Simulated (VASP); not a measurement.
A run of VASP 6.6.1 is set up as follows.

File INCAR:

```
ALGO     = Fast           # electronic algorithm
EDIFF    = 1E-7           # SCF threshold, eV
EDIFFG   = -0.08          # ionic threshold
ENCUT    = 600            # plane-wave cutoff, eV
GGA      = PE             # functional
IBRION   = 2              # ionic algorithm
ISIF     = 3              # what is computed and relaxed
ISMEAR   = 0              # smearing method
LASPH    = T              # aspherical terms in the spheres
LCHARG   = F              # write CHGCAR
LREAL    = F              # projectors in reciprocal space
LWAVE    = F              # write WAVECAR
NELM     = 100            # most SCF steps
NSW      = 36             # ionic steps
PREC     = Accurate       # precision mode
SIGMA    = 0.2            # smearing width, eV
```

File KPOINTS:

```
k-points
0
Gamma
  5 5 2
```

File POSCAR:

```
Be5Te2
1.0
    3.9200000000      0.0000000000      0.0000000000
   -1.9600000000      3.3948195800      0.0000000000
    0.0000000000      0.0000000000      8.1000000000
Be Te
5 2
Direct
    0.0000000000      0.0000000000      0.0000000000
    0.6666666700      0.3333333300      0.0100000000
    0.3333333300      0.6666666700      0.9900000000
    0.6666666700      0.3333333300      0.4100000000
    0.3333333300      0.6666666700      0.5900000000
    0.3333333300      0.6666666700      0.2850000000
    0.6666666700      0.3333333300      0.7150000000
```

Potentials or basis: VASP PAW PBE potentials, release 64 (Be, Te).

Launch:

```bash
$ cat potpaw_PBE.64/Be/POTCAR potpaw_PBE.64/Te/POTCAR > POTCAR
$ mpirun -np 1 vasp_std > vasp.out
```

(1) What does it give for the space group after relaxing (to 0.05 Å)?

(2) Estimate the band gap on the k mesh.

(3) Predict the relaxed cell.

(4) What does it give for the relaxed volume?

## Answers

(1) P-3m1 (No. 164).

(2) zero (band 11 reaches 7.67 eV, above the bottom of band 12 at 5.78 eV).

(3) a = 3.857 Å, b = 3.857 Å, c = 9.543 Å, α = 90.00°, β = 90.00°, γ = 120.00°.

(4) 17.56 Å³/atom.

Caveat: the k points lie up to 0.38 Å⁻¹ apart in the final cell; spin-orbit coupling is left out, which moves the levels of the heavy elements.
